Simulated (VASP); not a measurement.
# Ga7N8 (a cell with a defect) in VASP: a series of runs

Runs on Ga7N8 (a cell with a defect). Level: PBE. Tasks: single point.

Everything below comes from runs of VASP 6.6.1. Logs are shortened: lines on timing, memory, paths and dates and some standing lists are left out, and cuts for length are marked.

## 1. The cell of the first run

The cell holds a defect, 15 atoms: a = 6.348 Å, b = 6.348 Å, c = 5.156 Å, α = 90.00°, β = 90.00°, γ = 60.00°.

## 2. Single point, PBE

File INCAR:

```
PREC = Accurate
ENCUT = 520
EDIFF = 1E-6
ISMEAR = -1
SIGMA = 0.05
LREAL = Auto
LASPH = True
NELM = 100
ALGO = Normal
ISIF = 2
LWAVE = False
LCHARG = False
GGA = PE
NBANDS = 78
```

File KPOINTS:

```
Automatic mesh
0
Gamma
  3 3 3
```

File POSCAR:

```
Ga7N8
1.0
    3.1740151400      5.4975554900      0.0000000000
   -3.1740151400      5.4975554900      0.0000000000
    0.0000000000      0.0000000000      5.1562780000
Ga N
7 8
Direct
    0.1764123269      0.1585236284     -0.0029843232
    0.3479669894      0.3361261511      0.5071925912
    0.1512061119      0.6636375051      0.0043694308
    0.3109387480      0.8253502829      0.5099876306
    0.6714339127      0.1655781026      0.0061123547
    0.6562405438      0.6533111312      0.0048226647
    0.8154026065      0.8137201948      0.5095175241
    0.2452885596      0.1249016102      0.3625762614
    0.3369295883      0.3328391856      0.8797316592
    0.1438267149      0.6643755867      0.3809969129
    0.3223616531      0.8241897572      0.8808650348
    0.6756135248      0.1773808667      0.3836984740
    0.8441854117      0.3234519158      0.9010623554
    0.6403863397      0.6572567696      0.3796083144
    0.8164948810      0.8296696764      0.8857873838
```

Potentials or basis: VASP PAW PBE potentials, release 64 (Ga_d, N).

Command:

```console
> cat potpaw_PBE.64/Ga_d/POTCAR potpaw_PBE.64/N/POTCAR > POTCAR
> mpirun -np 1 vasp_std > vasp.out
```

OUTCAR:

```text
PREC = Accurate
   ENCUT = 520
   EDIFF = 1E-6
   ISMEAR = -1
   LREAL = Auto
   LASPH = True
   NELM = 100
   ISIF = 2
   GGA = PE

 ion  position               nearest neighbor table
   1  0.176  0.159  0.997-  13 1.89   8 1.92  11 1.94   9 1.94
   2  0.348  0.336  0.507-  12 1.91   8 1.91   9 1.92  10 1.94
   3  0.151  0.664  0.004-  11 1.93   9 1.93  15 1.94  10 1.94
   4  0.311  0.825  0.510-   8 1.89  11 1.91  10 1.92  14 1.93
   5  0.671  0.166  0.006-  13 1.90  12 1.95   9 1.95  15 1.95
   6  0.656  0.653  0.005-  13 1.90  14 1.93  11 1.94  15 1.95
   7  0.815  0.814  0.510-  10 1.93  14 1.94  15 1.94  12 2.12
   8  0.245  0.125  0.363-   4 1.89   2 1.91   1 1.92
   9  0.337  0.333  0.880-   2 1.92   3 1.93   1 1.94   5 1.95
  10  0.144  0.664  0.381-   4 1.92   7 1.93   2 1.94   3 1.94
  11  0.322  0.824  0.881-   4 1.91   3 1.93   1 1.94   6 1.94
  12  0.676  0.177  0.384-   2 1.91   5 1.95   7 2.12
  13  0.844  0.323  0.901-   1 1.89   6 1.90   5 1.90
  14  0.640  0.657  0.380-   4 1.93   6 1.93   7 1.94
  15  0.816  0.830  0.886-   3 1.94   7 1.94   6 1.95   5 1.95

  LATTYP: Found a hexagonal cell.
 ALAT       =     6.3480302831
 C/A-ratio  =     0.8122642410

  Lattice vectors:

 A1 = (   3.1740151400,  -5.4975554900,   0.0000000000)
 A2 = (   3.1740151400,   5.4975554900,   0.0000000000)
 A3 = (   0.0000000000,   0.0000000000,   5.1562780000)

Analysis of symmetry for initial positions (statically):
=====================================================================
 Subroutine PRICEL returns:
 Original cell was already a primitive cell.

 Routine SETGRP: Setting up the symmetry group for a
 hexagonal supercell.

 Subroutine GETGRP returns: Found  1 space group operations
 (whereof  1 operations were pure point group operations)
 out of a pool of 24 trial point group operations.

The static configuration has the point symmetry C_1 .

Analysis of symmetry for dynamics (positions and initial velocities):
=====================================================================
 Subroutine PRICEL returns:
 Original cell was already a primitive cell.

 Routine SETGRP: Setting up the symmetry group for a
 hexagonal supercell.

 Subroutine GETGRP returns: Found  1 space group operations
 (whereof  1 operations were pure point group operations)
 out of a pool of 24 trial point group operations.

The dynamic configuration has the point symmetry C_1 .

 Subroutine INISYM returns: Found  1 space group operations
 (whereof  1 operations are pure point group operations),
 and found     1 'primitive' translations

[... 125 lines left out ...]
   EFERMI_NEDOS =   21; number of points for ismear=-14 and -15
   IALGO  =     38    algorithm
   IMIX   =      4    mixing-type and parameters
     AMIX     =   0.40;   BMIX     =  1.00
     AMIX_MAG =   1.60;   BMIX_MAG =  1.00
  volume/ion in A,a.u.               =      12.00        80.96
  Fermi-wavevector in a.u.,A,eV,Ry     =   1.472709  2.783017 29.509294  2.168872
  Thomas-Fermi vector in A             =   2.587691
   LORBIT       =      0    0 simple, 1 ext, 2 COOP (PROOUT), +10 PAW based schemes
   GGA     = PE    functional components
   LHFCALC =     F    Hartree Fock is set to
   AEXX    =    0.0000 exact exchange contribution
   IVDW    =     0    specifies the selected vdW correction
   LEPSILON=     F    determine dielectric tensor
   LRPA    =     F    only Hartree local field effects (RPA)
 non-spin polarized calculation
  energy-cutoff  :      520.00
  volume of cell :      179.95
 maximum number of plane-waves:      4885
   NGX = 23   NGY = 23   NGZ = 19

 number of electron     131.0000008 magnetization

 Free energy of the ion-electron system (eV)
  ---------------------------------------------------
  ext. energy  EPLUGINS =         0.00000000
  ---------------------------------------------------
  free energy    TOTEN  =       -86.69611003 eV

  energy without entropy =      -86.64063625  energy(sigma->0) =      -86.66837314

 E-fermi :   4.3695     XC(G=0): -11.2190

 val. band max:        4.3235859830   @ k =   0.0000  -0.3333   0.3333
 cond. band min:       4.3777923867   @ k =   0.3333   0.3333   0.0000
 fundamental gap:      0.0542064037
 Fermi energy:         4.3694867404

 k-point     1 :       0.0000    0.0000    0.0000
  band No.  band energies     occupation
      1     -11.6236      2.00000
      2     -10.8651      2.00000
      3     -10.7663      2.00000
      4     -10.7416      2.00000
      5     -10.5932      2.00000
      6     -10.4079      2.00000
[... 1109 lines left out ...]
     76      11.8459      0.00000
     77      11.9771      0.00000
 [bands above 77 left out]

------------------------ aborting loop because EDIFF is reached ----------------------------------------

  FORCE on cell =-STRESS in cart. coord.  units (eV):
  Direction    XX          YY          ZZ          XY          YZ          ZX
  --------------------------------------------------------------------------------------
  -------------------------------------------------------------------------------------
  Total        6.2663722      5.4651439      9.0654115      1.2913517     -0.7967845     -1.2508298
  in kB       55.7932723     48.6594561     80.7147994     11.4976792     -7.0942509    -11.1368887
  external PRESSURE =      61.7225093 kB  Pullay stress =       0.0000000 kB

 VOLUME and BASIS-vectors are now :
 -----------------------------------------------------------------------------
  energy-cutoff  :      520.00
  volume of cell :      179.95
      direct lattice vectors                 reciprocal lattice vectors
     3.174015140  5.497555490  0.000000000     0.157529179  0.090949514  0.000000000
    -3.174015140  5.497555490  0.000000000    -0.157529179  0.090949514  0.000000000
     0.000000000  0.000000000  5.156278000     0.000000000  0.000000000  0.193938341

 POSITION                                       TOTAL-FORCE (eV/Angst)
 -----------------------------------------------------------------------------------
      0.05678      1.84133      5.14089        -0.015628     -0.026634     -0.032558
      0.03758      3.76084      2.61523        -0.076740     -0.109000      0.055297
     -1.62647      4.47965      0.02253         0.012431      0.006414     -0.000121
     -1.63275      6.24681      2.62964         0.103690      0.005877      0.028563
      1.60559      4.60152      0.03152         0.064989     -0.074013      0.036745
      0.00930      7.19933      0.02487         0.024057      0.121905     -0.020811
      0.00534      8.95619      2.62721        -0.532367      0.688566     -0.190626
      0.38211      2.03514      1.86954        -0.207389     -0.206240      0.022878
      0.01298      3.68209      4.53614         0.007959     -0.012178      0.026966
     -1.65223      4.44314      1.96453         0.185570      0.081151      0.000689
     -1.59281      6.30323      4.54198         0.027996      0.026957     -0.002211
      1.58140      4.68938      1.97846         0.710846     -1.235143      0.037170
      1.65282      6.41915      4.64613        -0.017730     -0.035588      0.117786
     -0.05355      7.13386      1.95737        -0.365164      0.704396     -0.026682
     -0.04182      9.04988      4.56737         0.077480      0.063530     -0.053087
 -----------------------------------------------------------------------------------
    total drift:                                0.002377      0.001208      0.001883

  FREE ENERGIE OF THE ION-ELECTRON SYSTEM (eV)
  ---------------------------------------------------
  free  energy   TOTEN  =       -86.6961100339 eV

  energy  without entropy=      -86.6406362525  energy(sigma->0) =      -86.66837314
```

OSZICAR:

```text
N       E                     dE             d eps       ncg     rms          rms(c)
DAV:   1     0.187816334206E+04    0.18782E+04   -0.55443E+04  2426   0.304E+03
DAV:   2     0.382125577134E+03   -0.14960E+04   -0.14232E+04  2184   0.879E+02
DAV:   3    -0.485319936555E+02   -0.43066E+03   -0.41352E+03  2714   0.283E+02
[... 14 lines left out ...]
DAV:  18    -0.866961463294E+02    0.51589E-03   -0.12857E-03  3082   0.161E-01    0.954E-02
DAV:  19    -0.866961045265E+02    0.41803E-04   -0.32007E-04  3000   0.157E-01    0.353E-02
DAV:  20    -0.866961126213E+02   -0.80948E-05   -0.20912E-04  3136   0.659E-02    0.255E-02
DAV:  21    -0.866961093930E+02    0.32283E-05   -0.56568E-05  2456   0.562E-02    0.866E-03
DAV:  22    -0.866961100339E+02   -0.64093E-06   -0.55267E-06  2376   0.331E-02
   1 F= -.86696110E+02 E0= -.86668373E+02  d E =-.554738E-01
```

Run time: 9.9 min. Hardware: 1 thread of Intel Xeon 6975P-C, shared host; peak memory 0.36 GiB.

Results:

| Quantity | Value |
| --- | --- |
| Free energy | -86.6961 eV |
| Pressure | 6.2 GPa |
| Largest force | 1.426 eV/Å |

Forces in eV/Å, atoms in the order of the input:
```
Ga  -0.016 -0.027 -0.033
Ga  -0.077 -0.109  0.055
Ga   0.012  0.006  0.000
Ga   0.104  0.006  0.029
Ga   0.065 -0.074  0.037
Ga   0.024  0.122 -0.021
Ga  -0.532  0.689 -0.191
N   -0.207 -0.206  0.023
N    0.008 -0.012  0.027
N    0.186  0.081  0.001
N    0.028  0.027 -0.002
N    0.711 -1.235  0.037
N   -0.018 -0.036  0.118
N   -0.365  0.704 -0.027
N    0.077  0.064 -0.053
```

Stress tensor (GPa, compression positive):
```
 5.58  1.15 -1.11
 1.15  4.87 -0.71
-1.11 -0.71  8.07
```

Caveat: the k points lie up to 0.41 Å⁻¹ apart.

## 3. Single point, PBE

File INCAR:

```
PREC = Accurate
ENCUT = 520
EDIFF = 1E-7
ISMEAR = -1
SIGMA = 0.05
LREAL = Auto
LASPH = T
NELM = 100
ALGO = Normal
ISIF = 2
LWAVE = F
LCHARG = F
GGA = PE
NBANDS = 78
```

KPOINTS is that of step 2.

File POSCAR:

```
Ga7N8
1.0
    3.1740151400      5.4975554900      0.0000000000
   -3.1740151400      5.4975554900      0.0000000000
    0.0000000000      0.0000000000      5.1562780000
Ga N
7 8
Direct
    0.1774866430      0.1504656629     -0.0005981058
    0.3547037603      0.3274874440      0.5043354916
    0.1503960231      0.6558630512      0.0046543262
    0.3051666538      0.8221616672      0.5089488969
    0.6710851040      0.1636593581      0.0035636170
    0.6517850864      0.6422602421      0.0065328130
    0.8223282417      0.7585594848      0.5220056017
    0.2627497516      0.1112328310      0.3614285343
    0.3366286811      0.3256662255      0.8780122018
    0.1323541962      0.6627744765      0.3810492762
    0.3200936069      0.8165124740      0.8806487936
    0.6751137869      0.2415030638      0.3811697120
    0.8465452869      0.3152378023      0.8939165033
    0.6381519970      0.6096467769      0.3809137133
    0.8107623777      0.8233533700      0.8895734481
```

Potentials or basis: VASP PAW PBE potentials, release 64 (Ga_d, N).

Command:

```console
> cat potpaw_PBE.64/Ga_d/POTCAR potpaw_PBE.64/N/POTCAR > POTCAR
> mpirun -np 1 vasp_std > vasp.out
```

OUTCAR:

```text
PREC = Accurate
   ENCUT = 520
   EDIFF = 1E-7
   ISMEAR = -1
   LREAL = Auto
   LASPH = T
   NELM = 100
   ISIF = 2
   GGA = PE

 ion  position               nearest neighbor table
   1  0.177  0.150  0.999-  13 1.90   8 1.92  11 1.94   9 1.94
   2  0.355  0.327  0.504-   8 1.89   9 1.93  12 1.93  10 1.98
   3  0.150  0.656  0.005-  11 1.93   9 1.93  10 1.94  15 1.96
[... 1351 lines left out ...]
  energy-cutoff  :      520.00
  volume of cell :      179.95
      direct lattice vectors                 reciprocal lattice vectors
     3.174015140  5.497555490  0.000000000     0.157529179  0.090949514  0.000000000
    -3.174015140  5.497555490  0.000000000    -0.157529179  0.090949514  0.000000000
     0.000000000  0.000000000  5.156278000     0.000000000  0.000000000  0.193938341

 POSITION                                       TOTAL-FORCE (eV/Angst)
 -----------------------------------------------------------------------------------
      0.08576      1.80294      5.15319        -0.007448     -0.000822      0.001490
      0.08638      3.75038      2.60049        -0.011273     -0.014938      0.004462
     -1.60436      4.43245      0.02400         0.004595     -0.000287      0.003010
     -1.64095      6.19755      2.62428        -0.022061     -0.008174      0.005050
      1.61058      4.58905      0.01837        -0.003916      0.017210     -0.009451
      0.03023      7.11409      0.03368         0.000151     -0.007737      0.007904
      0.20240      8.69102      2.69161        -0.009508      0.033116     -0.000164
      0.48092      2.05599      1.86363         0.032399      0.013376      0.013079
      0.03480      3.64100      4.52727        -0.002567      0.001935     -0.002319
     -1.68356      4.37126      1.96480        -0.003715     -0.010339     -0.007147
     -1.57564      6.24856      4.54087        -0.000268     -0.002212     -0.013862
      1.37629      5.03915      1.96542        -0.000929     -0.002051      0.009644
      1.68638      6.38697      4.60928         0.010364     -0.006146      0.008726
      0.09048      6.85984      1.96410         0.017357     -0.013293     -0.013808
     -0.03996      8.98364      4.58689        -0.003183      0.000362     -0.006615
 -----------------------------------------------------------------------------------
    total drift:                                0.000801      0.002314      0.004076

  FREE ENERGIE OF THE ION-ELECTRON SYSTEM (eV)
  ---------------------------------------------------
  free  energy   TOTEN  =       -85.8349525878 eV

  energy  without entropy=      -85.8010659438  energy(sigma->0) =      -85.81800927
```

OSZICAR:

```text
N       E                     dE             d eps       ncg     rms          rms(c)
DAV:   1     0.187939392841E+04    0.18794E+04   -0.55102E+04  2440   0.304E+03
DAV:   2     0.387134957508E+03   -0.14923E+04   -0.14202E+04  2184   0.879E+02
DAV:   3    -0.478771395355E+02   -0.43501E+03   -0.41732E+03  2780   0.283E+02
[... 12 lines left out ...]
DAV:  16    -0.858349394367E+02   -0.44163E-04   -0.92914E-04  3096   0.246E-01    0.267E-02
DAV:  17    -0.858349474593E+02   -0.80226E-05   -0.13676E-04  2752   0.153E-01    0.148E-02
DAV:  18    -0.858349497159E+02   -0.22566E-05   -0.25263E-05  3056   0.850E-02    0.686E-03
DAV:  19    -0.858349520153E+02   -0.22994E-05   -0.18593E-05  2832   0.348E-02    0.250E-03
DAV:  20    -0.858349526389E+02   -0.62364E-06   -0.68073E-06  2432   0.258E-02    0.156E-03
DAV:  21    -0.858349525878E+02    0.51110E-07   -0.60688E-07  2304   0.259E-02
   1 F= -.85834953E+02 E0= -.85818009E+02  d E =-.338866E-01
```

stdout:

```text
POSCAR found type information on POSCAR GaN
 POSCAR found :  2 types and      15 ions
 scaLAPACK will be used
 LDA part: xc-table for (Slater+PW92), standard interpolation
 POSCAR, INCAR and KPOINTS ok, starting setup
 FFT: planning ... GRIDC
 FFT: planning ... GRID_SOFT
 FFT: planning ... GRID
 WAVECAR not read
 entering main loop
```

It took 8 min on 1 thread of Intel Xeon 6975P-C, shared host; peak memory 0.36 GiB.

Results:

| Property | Result |
| --- | --- |
| Free energy | -85.8350 eV |
| Pressure | 4.5 GPa |
| Largest force | 0.037 eV/Å |

Forces on the atoms (eV/Å):
```
Ga  -0.007 -0.001  0.001
Ga  -0.011 -0.015  0.004
Ga   0.005  0.000  0.003
Ga  -0.022 -0.008  0.005
Ga  -0.004  0.017 -0.009
Ga   0.000 -0.008  0.008
Ga  -0.010  0.033  0.000
N    0.032  0.013  0.013
N   -0.003  0.002 -0.002
N   -0.004 -0.010 -0.007
N    0.000 -0.002 -0.014
N   -0.001 -0.002  0.010
N    0.010 -0.006  0.009
N    0.017 -0.013 -0.014
N   -0.003  0.000 -0.007
```

Levels at points of the mesh, in eV from the Fermi level:
```
           k point  band 64  band 65  band 66  band 67  band 68  band 69
(0.00, 0.00, 0.00)    -0.38    -0.02     0.27     1.10     1.97     3.65
```

Caveat: the k points lie up to 0.41 Å⁻¹ apart.

## 4. Single point, PBE

File INCAR:

```
PREC     = Accurate       # precision mode
ENCUT    = 520            # plane-wave cutoff, eV
EDIFF    = 1E-7           # SCF threshold, eV
ISMEAR   = -1             # smearing method
SIGMA    = 0.05           # smearing width, eV
LREAL    = Auto         
LASPH    = T              # aspherical terms in the spheres
NELM     = 80             # most SCF steps
ALGO     = Normal         # electronic algorithm
ISIF     = 2              # what is computed and relaxed
LWAVE    = F              # write WAVECAR
LCHARG   = F              # write CHGCAR
GGA      = PE             # functional
NBANDS   = 78             # bands
```

File KPOINTS:

```
regular mesh
0
Gamma
  3 3 3
```

File POSCAR:

```
Ga7N8
1.0
    3.1740151400      5.4975554900      0.0000000000
   -3.1740151400      5.4975554900      0.0000000000
    0.0000000000      0.0000000000      5.1562780000
Ga N
7 8
Direct
    0.1844491414      0.1607139049      0.0094779607
    0.3863820626      0.3009905354      0.5066815637
    0.1428083267      0.6594860764      0.0236040415
    0.2695994290      0.8256084340      0.5198503649
    0.6935352085      0.1823731855     -0.0260251678
    0.6479975035      0.6800307471      0.0025400104
    0.9240263037      0.4694399403      0.5262140637
    0.2059227090      0.1420619550      0.3858893954
    0.3503791225      0.3290408500      0.8812843295
    0.1199346940      0.6304228072      0.4045623607
    0.3109712814      0.8283572823      0.8928160972
    0.6387449928      0.3274389793      0.3313799217
    0.8612100697      0.3575423399      0.8589193601
    0.6083231476      0.5596144952      0.3580216195
    0.8117313915      0.8493336066      0.9237500383
```

Command:

```console
> cat potpaw_PBE.64/Ga_d/POTCAR potpaw_PBE.64/N/POTCAR > POTCAR
> mpirun -np 1 vasp_std > vasp.out
```

It took 7.7 min on 1 thread of Intel Xeon 6975P-C, shared host; peak memory 0.36 GiB.

Results (log left out):

- Free energy: -87.5899 eV
- Pressure: 2.8 GPa
- Largest force: 0.209 eV/Å

Forces in eV/Å, atoms in the order of the input:
```
Ga  -0.011  0.013  0.011
Ga   0.038  0.015  0.005
Ga  -0.018  0.008  0.007
Ga  -0.024  0.004  0.015
Ga   0.012  0.019 -0.009
Ga  -0.023  0.045 -0.001
Ga   0.144 -0.151  0.014
N   -0.035 -0.020  0.000
N   -0.001  0.012 -0.003
N   -0.007 -0.004 -0.002
N   -0.010  0.017  0.002
N   -0.004 -0.058 -0.028
N   -0.012  0.037 -0.018
N   -0.037  0.038 -0.010
N   -0.012  0.025  0.018
```

Stress tensor (GPa, compression positive):
```
 4.72  4.16  1.44
 4.16 -3.22  2.90
 1.44  2.90  6.85
```

Levels at points of the mesh, in eV from the Fermi level:
| k point | band 61 | band 62 | band 63 | band 64 | band 65 | band 66 | band 67 | band 68 | band 69 | band 70 |
| --- | --- | --- | --- | --- | --- | --- | --- | --- | --- | --- |
| (0.00, 0.00, 0.00) | -1.31 | -1.14 | -0.95 | -0.73 | -0.62 | 0.07 | 1.33 | 3.32 | 4.09 | 4.31 |

Caveat: the k points lie up to 0.41 Å⁻¹ apart.
